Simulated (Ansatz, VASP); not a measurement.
## Two plane-wave programs on Ga3AsN2

The input INCAR:

```
SYSTEM = Ga3AsN2
PREC = Accurate ; ENCUT = 600
EDIFF = 1E-7 ; ISMEAR = 0
SIGMA = 0.1 ; LREAL = .FALSE.
LASPH = .TRUE. ; NELM = 100
ALGO = Normal ; ISIF = 3
LWAVE = .FALSE. ; LCHARG = .FALSE.
GGA = PE ; IBRION = 2
NSW = 100 ; EDIFFG = -0.01
```

File KPOINTS:

```
Automatic mesh
0
G
  12 12 4
  0 0 0
```

POSCAR

```
Ga3AsN2
1.0
    3.1962436392      0.0000000000      0.0000000000
   -1.5981218196      2.7680281883      0.0000000000
    0.0000000000      0.0000000000      8.8190627784
Ga As N
3 1 2
Direct
    0.6666666667      0.3333333333      0.7735834753
    0.0000000000      0.0000000000      0.5000000000
    0.3333333333      0.6666666667      0.2264165247
    0.0000000000      0.0000000000      0.0000000000
    0.3333333333      0.6666666667      0.6464019569
    0.6666666667      0.3333333333      0.3535980431
```

Input for Ansatz:

```yaml
crystal:
  lattice:
    - [3.1962436392, 0.0, 0.0]
    - [-1.5981218196, 2.7680281883, 0.0]
    - [0.0, 0.0, 8.8190627784]
  atoms:
    - { symbol: Ga, position: [0.6666666667, 0.3333333333, 0.7735834753] }
    - { symbol: Ga, position: [0.0, 0.0, 0.5] }
    - { symbol: Ga, position: [0.3333333333, 0.6666666667, 0.2264165247] }
    - { symbol: As, position: [0.0, 0.0, 0.0] }
    - { symbol: "N", position: [0.3333333333, 0.6666666667, 0.6464019569] }
    - { symbol: "N", position: [0.6666666667, 0.3333333333, 0.3535980431] }
basis:
  ecutwfc: 420
kpoints:
  mp_grid: { grid: [12, 12, 4] }
hamiltonian:
  xc: pbe
scf:
  occupations: { method: gaussian, width: 0.1 }
output:
  forces: true
  stress: true
  eigenvalues: true
  write_density: true
  write_potential: true
  elf: true
  volumetric_format: npy
relax:
  adjacent_minimum: "off"
  f_tol: 0.01
  max_steps: 80
  cell: { stress_tol: 0.05 }
```

Alike in both runs: task relaxation of cell and atoms; functional PBE; k mesh 12 × 12 × 4; occupations gaussian, width 0.1 eV; no spin polarisation.

```csv
,VASP,Ansatz
version,VASP 6.6.1,Ansatz 0.2.0
potentials or method,"VASP PAW PBE potentials, release 64 (Ga_d, As, N), cutoff 600 eV","scalar-relativistic, plane waves, PAW"
valence electrons in the cell,54,64
```

Ansatz gave:

```
gap on the k mesh at the Fermi level, each at its own relaxed structure (eV) : none
relaxed volume (Å³/atom)                                                     : 12.96
relaxed cell length with the largest relative difference (Å)                 : 3.184
```

Q: What did VASP give for the same quantities?

A: gap on the k mesh at the Fermi level, each at its own relaxed structure (eV): none; relaxed volume (Å³/atom): 12.99; relaxed cell length with the largest relative difference (Å): 3.188.

A gap of «none» marks a metal or a gap that the smearing closes. VASP's potentials hold 54 valence electrons a cell and Ansatz's 64, so a difference there can come from the potentials and not from the codes.
